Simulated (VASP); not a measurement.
# SiC (F-43m) in VASP: further runs

SiC is run at these levels: r2SCAN; tasks: electric field gradients, phonons.

All numbers are computed with VASP 6.6.1; they aren't measurements. Logs are shortened: lines on timing, memory, paths and dates and some standing lists are left out, and cuts for length are marked.

**What was measured.**

“Insight into the structural, elastic and electronic properties of a new orthorhombic 6O-SiC polytype”, 2020, pmc:7200658 quotes, for a bulk crystal of SiC: band gap 2.4 eV (indirect).

How close the calculation comes is told below.

### 1 The cell of the first run

It takes space group F-43m (No. 216, cubic). The conventional cell has a = 4.356 Å, b = 4.356 Å, c = 4.356 Å, α = 90.00°, β = 90.00°, γ = 90.00°. Within 2.5 Å of Si (site symmetry -43m) lie 4 C at 1.89 Å. Within 2.5 Å of C (site symmetry -43m) lie 4 Si at 1.89 Å.

### 2 Electric field gradients, r2SCAN

Contents of POSCAR:

```
SiC
1.0
    0.0000000000      2.1781342462      2.1781342462
    2.1781342462      0.0000000000      2.1781342462
    2.1781342462      2.1781342462      0.0000000000
Si C
1 1
Direct
    0.0000000000      0.0000000000      0.0000000000
    0.7500000000      0.7500000000      0.7500000000
```

Contents of INCAR.step1:

```
SYSTEM = SiC
PREC = Accurate
ENCUT = 520
ISMEAR = 0
SIGMA = 0.05
LREAL = .False.
LASPH = .True.
NELM = 100
NBANDS = 11
GGA = PE
ALGO = Normal
EDIFF = 1E-4
LWAVE = .True.
LCHARG = .False.
```

Contents of INCAR.step2:

```
SYSTEM = SiC
PREC = Accurate
ENCUT = 520
EDIFF = 1E-8
ISMEAR = 0
SIGMA = 0.05
LREAL = .False.
LASPH = .True.
NELM = 100
ALGO = Normal
ISIF = 2
LWAVE = .False.
LCHARG = .False.
METAGGA = R2SCAN
LMIXTAU = .True.
LEFG = .True.
NBANDS = 11
ISTART = 1
```

Contents of KPOINTS:

```
regular mesh
0
Gamma
  10 10 10
  0 0 0
```

Potentials or basis: VASP PAW PBE potentials, release 64 (Si, C).

Launch:

```bash
$ cat potpaw_PBE.64/Si/POTCAR potpaw_PBE.64/C/POTCAR > POTCAR
$ cp INCAR.step1 INCAR
$ mpirun -np 1 vasp_std > vasp.out
$ cp INCAR.step2 INCAR
$ mpirun -np 1 vasp_std > vasp.out
```

OUTCAR:

```text
SYSTEM = SiC
   PREC = Accurate
   ENCUT = 520
   EDIFF = 1E-8
   ISMEAR = 0
   LREAL = .False.
   LASPH = .True.
   NELM = 100
   ISIF = 2
   METAGGA = R2SCAN
   ISTART = 1

 ion  position               nearest neighbor table
   1  0.000  0.000  0.000-   2 1.89   2 1.89   2 1.89   2 1.89
   2  0.750  0.750  0.750-   1 1.89   1 1.89   1 1.89   1 1.89

  LATTYP: Found a face centered cubic cell.
 ALAT       =     4.3562684924

  Lattice vectors:

 A1 = (   0.0000000000,   2.1781342462,   2.1781342462)
 A2 = (   2.1781342462,   0.0000000000,   2.1781342462)
 A3 = (   2.1781342462,   2.1781342462,   0.0000000000)

Analysis of symmetry for initial positions (statically):
=====================================================================
 Subroutine PRICEL returns:
 Original cell was already a primitive cell.

 Routine SETGRP: Setting up the symmetry group for a
 face centered cubic supercell.

 Subroutine GETGRP returns: Found 24 space group operations
 (whereof 24 operations were pure point group operations)
 out of a pool of 48 trial point group operations.

The static configuration has the point symmetry T_d .

Analysis of symmetry for dynamics (positions and initial velocities):
=====================================================================
 Subroutine PRICEL returns:
 Original cell was already a primitive cell.

 Routine SETGRP: Setting up the symmetry group for a
 face centered cubic supercell.

 Subroutine GETGRP returns: Found 24 space group operations
 (whereof 24 operations were pure point group operations)
 out of a pool of 48 trial point group operations.

The dynamic configuration has the point symmetry T_d .

 Subroutine INISYM returns: Found 24 space group operations
 (whereof 24 operations are pure point group operations),
 and found     1 'primitive' translations

----------------------------------------------------------------------------------------

                                     Primitive cell

  volume of cell :      20.6673

  direct lattice vectors                    reciprocal lattice vectors
     0.000000000  2.178134246  2.178134246    -0.229554262  0.229554262  0.229554262
     2.178134246  0.000000000  2.178134246     0.229554262 -0.229554262  0.229554262
     2.178134246  2.178134246  0.000000000     0.229554262  0.229554262 -0.229554262

  length of vectors
     3.080346992  3.080346992  3.080346992     0.397599645  0.397599645  0.397599645

  position of ions in fractional coordinates (direct lattice)
     0.000000000  0.000000000  0.000000000
     0.750000000  0.750000000  0.750000000

  ion indices of the primitive-cell ions
   primitive index   ion index
                 1           1
                 2           2

----------------------------------------------------------------------------------------

 KPOINTS: regular mesh

Automatic generation of k-mesh.
 Grid dimensions read from file:
 generate k-points for:   10   10   10

 Generating k-lattice:

  Cartesian coordinates                     Fractional coordinates (reciprocal lattice)
    -0.022955426  0.022955426  0.022955426     0.100000000  0.000000000  0.000000000
     0.022955426 -0.022955426  0.022955426     0.000000000  0.100000000  0.000000000
     0.022955426  0.022955426 -0.022955426     0.000000000  0.000000000  0.100000000

  Length of vectors
     0.039759965  0.039759965  0.039759965

  Shift w.r.t. Gamma in fractional coordinates (k-lattice)
     0.000000000  0.000000000  0.000000000

 Subroutine IBZKPT returns following result:
 ===========================================

 Found     47 irreducible k-points:

 Following reciprocal coordinates:
            Coordinates               Weight
  0.000000  0.000000  0.000000      1.000000
  0.100000  0.000000  0.000000      8.000000
  0.200000  0.000000  0.000000      8.000000
  0.300000  0.000000  0.000000      8.000000
  0.400000  0.000000  0.000000      8.000000
  0.500000  0.000000  0.000000      4.000000
[... 16 lines left out ...]
  0.300000  0.300000  0.000000      6.000000
  0.400000  0.300000  0.000000     24.000000
 [... further k-points ...]
   k-points           NKPTS =     47   k-points in BZ     NKDIM =     47   number of bands    NBANDS=     11
   number of dos      NEDOS =    301   number of ions     NIONS =      2
   total plane-waves  NPLWV =  13824
   dimension x,y,z NGX =    24 NGY =   24 NGZ =   24
   dimension x,y,z NGXF=    48 NGYF=   48 NGZF=   48
   ions per type =               1   1
   NGX,Y,Z   is equivalent  to a cutoff of  12.95, 12.95, 12.95 a.u.
   NGXF,Y,Z  is equivalent  to a cutoff of  25.91, 25.91, 25.91 a.u.
 SYSTEM =  SiC
   PREC   = accura    normal or accurate (medium, high low for compatibility)
   ISTART =      1    job   : 0-new  1-cont  2-samecut
   ICHARG =      0    charge: 1-file 2-atom 10-const
   ISPIN  =      1    spin polarized calculation?
   LNONCOLLINEAR =      F non collinear calculations
   LSORBIT =      F    spin-orbit coupling
   LASPH  =      T    aspherical Exc in radial PAW
   ENCUT  =  520.0 eV  38.22 Ry    6.18 a.u.   5.73  5.73  5.73*2*pi/ulx,y,z
   NELM   =    100;   NELMIN=  2; NELMDL=  0     # of ELM steps
   EDIFF  = 0.1E-07   stopping-criterion for ELM
   LREAL  =      F    real-space projection
   EDIFFG = 0.1E-06   stopping-criterion for IOM
   NSW    =      0    number of steps for IOM
   IBRION =     -1    ionic relax: 0-MD 1-quasi-New 2-CG
   NFREE  =      0    steps in history (QN), initial steepest desc. (CG)
   ISIF   =      2    stress and relaxation
   ISYM   =      2    0-nonsym 1-usesym 2-fastsym
   POTIM  = 0.5000    time-step for ionic-motion
   TEBEG  =    0.0;   TEEND  =   0.0 temperature during run
   PSTRESS=    0.0 pullay stress
   NELECT =       8.0000    total number of electrons
   NUPDOWN=      -1.0000    fix difference up-down
   EMIN   =  10.00;   EMAX   =-10.00  energy-range for DOS
   EFERMI =   0.00;   METHOD = LEGACY
   ISMEAR =     0;   SIGMA  =   0.05  broadening in eV -4-tet -1-fermi 0-gaus
   EFERMI_NEDOS =   21; number of points for ismear=-14 and -15
   IALGO  =     38    algorithm
   IMIX   =      4    mixing-type and parameters
     AMIX     =   0.40;   BMIX     =  1.00
     AMIX_MAG =   1.60;   BMIX_MAG =  1.00
  volume/ion in A,a.u.               =      10.33        69.73
  Fermi-wavevector in a.u.,A,eV,Ry     =   1.193100  2.254632 19.367725  1.423488
  Thomas-Fermi vector in A             =   2.329122
   LORBIT       =      0    0 simple, 1 ext, 2 COOP (PROOUT), +10 PAW based schemes
   METAGGA = R2SCAN    functional components
   LHFCALC =     F    Hartree Fock is set to
   AEXX    =    0.0000 exact exchange contribution
   IVDW    =     0    specifies the selected vdW correction
   LEPSILON=     F    determine dielectric tensor
   LRPA    =     F    only Hartree local field effects (RPA)
 non-spin polarized calculation
 Gauss-broadening in eV      SIGMA  =   0.05
  energy-cutoff  :      520.00
  volume of cell :       20.67
 maximum number of plane-waves:       568
   NGX = 11   NGY = 11   NGZ = 11

 number of electron       8.0000001 magnetization

 Free energy of the ion-electron system (eV)
  ---------------------------------------------------
  ext. energy  EPLUGINS =         0.00000000
  ---------------------------------------------------
  free energy    TOTEN  =       -19.32695965 eV

  energy without entropy =      -19.32695965  energy(sigma->0) =      -19.32695965

 E-fermi :   8.2348     XC(G=0): -11.9398

 val. band max:        7.9956074310   @ k =   0.0000   0.0000   0.0000
 cond. band min:       9.7198566521   @ k =   0.5000   0.5000   0.0000
 fundamental gap:      1.7242492211
 Fermi energy:         8.2347943558

 k-point     1 :       0.0000    0.0000    0.0000
  band No.  band energies     occupation
      1      -8.1935      2.00000
      2       7.9956      2.00000
      3       7.9956      2.00000
      4       7.9956      2.00000
      5      14.8446      0.00000
      6      15.8533      0.00000
      7      15.8533      0.00000
      8      15.8533      0.00000
      9      23.2114      0.00000
     10      23.2114      0.00000
     11      25.7789      0.00000

 k-point     2 :       0.1000    0.0000    0.0000
  band No.  band energies     occupation
      1      -7.9909      2.00000
      2       6.9467      2.00000
      3       7.8557      2.00000
      4       7.8557      2.00000
      5      15.0958      0.00000
      6      16.1122      0.00000
      7      16.1122      0.00000
      8      16.1993      0.00000
      9      22.2746      0.00000
     10      22.2746      0.00000
     11      25.3977      0.00000

 k-point     3 :       0.2000    0.0000    0.0000
  band No.  band energies     occupation
      1      -7.3931      2.00000
      2       4.7365      2.00000
      3       7.5338      2.00000
      4       7.5338      2.00000
      5      14.7842      0.00000
      6      16.4924      0.00000
      7      16.4924      0.00000
      8      17.5470      0.00000
      9      21.6109      0.00000
     10      21.6109      0.00000
     11      24.4481      0.00000

 k-point     4 :       0.3000    0.0000    0.0000
  band No.  band energies     occupation
      1      -6.4412      2.00000
      2       2.3305      2.00000
      3       7.2009      2.00000
      4       7.2009      2.00000
      5      14.3686      0.00000
      6      16.3360      0.00000
      7      16.3360      0.00000
      8      18.6225      0.00000
      9      22.5156      0.00000
     10      22.5156      0.00000
     11      24.1965      0.00000
[... 239 lines left out ...]
 k-point    22 :      -0.2000    0.2000    0.0000
  band No.  band energies     occupation
      1      -6.1212      2.00000
      2       2.9782      2.00000
      3       4.6700      2.00000
      4       7.3147      2.00000
      5      15.1530      0.00000
      6      16.6772      0.00000
      7      16.9917      0.00000
      8      17.9084      0.00000
      9      20.1922      0.00000
     10      24.4988      0.00000
     11      28.2596      0.00000

 k-point    23 :       0.3000    0.3000    0.0000
  band No.  band energies     occupation
      1      -5.8447      2.00000
      2       3.4269      2.00000
      3       5.5236      2.00000
      4       5.5236      2.00000
      5      11.6147      0.00000
      6      14.1463      0.00000
      7      20.3944      0.00000
      8      20.3944      0.00000
      9      21.3722      0.00000
     10      25.9675      0.00000
     11      30.9233      0.00000

 k-point    24 :       0.4000    0.3000    0.0000
  band No.  band energies     occupation
      1      -4.9562      2.00000
      2       2.1584      2.00000
      3       4.7217      2.00000
      4       5.2478      2.00000
      5      11.2937      0.00000
      6      14.1619      0.00000
      7      20.5073      0.00000
      8      20.8103      0.00000
      9      22.8535      0.00000
     10      27.0924      0.00000
     11      30.5096      0.00000

 [... further k-points ...]
[... 5 lines left out ...]
  --------------------------------------------------------------------------------------
  -------------------------------------------------------------------------------------
  Total       -0.0223753     -0.0223753     -0.0223753      0.0000000     -0.0000000      0.0000000
  in kB       -1.7345865     -1.7345865     -1.7345865      0.0000000     -0.0000000      0.0000000
  external PRESSURE =      -1.7345865 kB  Pullay stress =       0.0000000 kB

 VOLUME and BASIS-vectors are now :
 -----------------------------------------------------------------------------
  energy-cutoff  :      520.00
  volume of cell :       20.67
      direct lattice vectors                 reciprocal lattice vectors
     0.000000000  2.178134246  2.178134246    -0.229554262  0.229554262  0.229554262
     2.178134246  0.000000000  2.178134246     0.229554262 -0.229554262  0.229554262
     2.178134246  2.178134246  0.000000000     0.229554262  0.229554262 -0.229554262

 POSITION                                       TOTAL-FORCE (eV/Angst)
 -----------------------------------------------------------------------------------
      0.00000      0.00000      0.00000        -0.000000     -0.000000     -0.000000
      3.26720      3.26720      3.26720         0.000000      0.000000      0.000000
 -----------------------------------------------------------------------------------
    total drift:                                0.000001      0.000001      0.000001

  FREE ENERGIE OF THE ION-ELECTRON SYSTEM (eV)
  ---------------------------------------------------
  free  energy   TOTEN  =       -19.3269596476 eV

  energy  without entropy=      -19.3269596476  energy(sigma->0) =      -19.32695965

 Electric field gradients (V/A^2)
---------------------------------------------------------------------
 ion       V_xx      V_yy      V_zz      V_xy      V_xz      V_yz
---------------------------------------------------------------------
   1      -0.000    -0.000    -0.000     0.000     0.000     0.000
   2       0.000     0.000     0.000     0.000     0.000     0.000
---------------------------------------------------------------------

 Electric field gradients after diagonalization (V/A^2)
 (convention: |V_zz| > |V_xx| > |V_yy|)
----------------------------------------------------------------------
 ion       V_xx      V_yy      V_zz     asymmetry (V_yy - V_xx)/ V_zz
----------------------------------------------------------------------
   1      -0.000    -0.000     0.000       0.000
   2      -0.000    -0.000     0.000       0.000
----------------------------------------------------------------------

           NMR quadrupolar parameters

 Cq : quadrupolar parameter    Cq=e*Q*V_zz/h
 eta: asymmetry parameters     (V_yy - V_xx)/ V_zz
 Q  : nuclear electric quadrupole moment in mb (millibarn)
----------------------------------------------------------------------
 ion       Cq(MHz)       eta       Q (mb)
----------------------------------------------------------------------
   1       0.000       0.000       1.000
   2       0.000       0.000       1.000
----------------------------------------------------------------------
```

Wall time 36 s (1 thread of Intel Xeon 8259CL, shared host); peak memory 0.14 GiB.

What came out:

```
Free energy                             : -19.3270 eV
Pressure                                : -0.2 GPa
Band gap on the k mesh                  : 1.72 eV (least direct gap 5.06 eV)
Largest electric field gradient by atom : zero within the noise of the run
```

Caveat: the PAW data sets were made with another functional, which shifts forces and pressure a little.

(Part 1 of 2 ends here.)
